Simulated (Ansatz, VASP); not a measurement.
**Two plane-wave programs on As2F**

The input INCAR:

```
  PREC = Accurate
  ENCUT = 520
  EDIFF = 1E-6
  ISMEAR = 0
  SIGMA = 0.1
  LREAL = F
  LASPH = T
  NELM = 100
  ALGO = Normal
  ISIF = 2
  LWAVE = F
  LCHARG = F
  GGA = PE
  NBANDS = 26
```

The input KPOINTS:

```
Automatic mesh
0
Gamma
  4 4 4
```

The input POSCAR:

```
As2F
1.0
    0.0000000000      3.7483643428      3.7483643428
    3.7483643428      0.0000000000      3.7483643428
    3.7483643428      3.7483643428      0.0000000000
As F
4 2
Direct
    0.6250000000      0.6250000000      0.6250000000
    0.1250000000      0.6250000000      0.6250000000
    0.6250000000      0.6250000000      0.1250000000
    0.6250000000      0.1250000000      0.6250000000
    0.0000000000      0.0000000000      0.0000000000
    0.2500000000      0.2500000000      0.2500000000
```

Input for Ansatz:

```yaml
crystal:
  lattice:
    - [0.0, 3.7483643428, 3.7483643428]
    - [3.7483643428, 0.0, 3.7483643428]
    - [3.7483643428, 3.7483643428, 0.0]
  atoms:
    - { symbol: As, position: [0.625, 0.625, 0.625] }
    - { symbol: As, position: [0.125, 0.625, 0.625] }
    - { symbol: As, position: [0.625, 0.625, 0.125] }
    - { symbol: As, position: [0.625, 0.125, 0.625] }
    - { symbol: F, position: [0.0, 0.0, 0.0] }
    - { symbol: F, position: [0.25, 0.25, 0.25] }
basis:
  ecutwfc: 420
kpoints:
  mp_grid: { grid: [4, 4, 4] }
hamiltonian:
  xc: pbe
scf:
  occupations: { method: gaussian, width: 0.1 }
  lower_state_search: "off"
output:
  forces: true
  stress: true
  eigenvalues: true
```

Alike in both runs: task single point; functional PBE; k mesh 4 × 4 × 4; occupations gaussian, width 0.1 eV; no spin polarisation.

|  | VASP | Ansatz |
| --- | --- | --- |
| version | VASP 6.6.1 | Ansatz 0.2.0 |
| potentials or method | VASP PAW PBE potentials, release 64 (As, F), cutoff 520 eV | scalar-relativistic, plane waves, PAW |
| valence electrons in the cell | 34 | 74 |

```tsv
	VASP	Ansatz	Ansatz less VASP
gap on the k mesh at the Fermi level (eV)	none	none	-
pressure (GPa)	-0.1	-0.1	-0.04
```

A gap of «none» marks a metal or a gap that the smearing closes. VASP's potentials hold 34 valence electrons a cell and Ansatz's 74, so a difference there can come from the potentials and not from the codes.

The k mesh is coarse, so the values compare programs but aren't converged.
